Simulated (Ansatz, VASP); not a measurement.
## TiC: VASP beside Ansatz

```
Ti C
1.0
     2.61790    0.00000    0.00000
     0.00000    2.61790    0.00000
     0.00000    0.00000    2.89431
Ti C
1 1
Cartesian
  0.0000 0.0000 0.0000
  1.3090 1.3090 1.4472
```

Alike in both runs: functional PBE; k mesh 7 × 7 × 5; no spin polarisation.

Ansatz relaxed the structure, and its values are those at the end. VASP's run is a single point on that final structure, the one shown.

```csv
,VASP,Ansatz
version,VASP 6.6.1,Ansatz 0.2.0
potentials or method,"VASP PAW PBE potentials, release 64 (Ti_sv, C), cutoff 600 eV",PAW plane waves
occupations,"fermi-dirac, width 0.1 eV",fermi-dirac
valence electrons in the cell,16,16
```

```tsv
	VASP	Ansatz	Ansatz less VASP
gap on the k mesh at the Fermi level (eV)	none	none	-
pressure (GPa)	0.0	0.0	-0.01
```

A gap of «none» marks a metal or a gap that the smearing closes.

The k mesh is coarse, so the values compare programs but aren't converged.
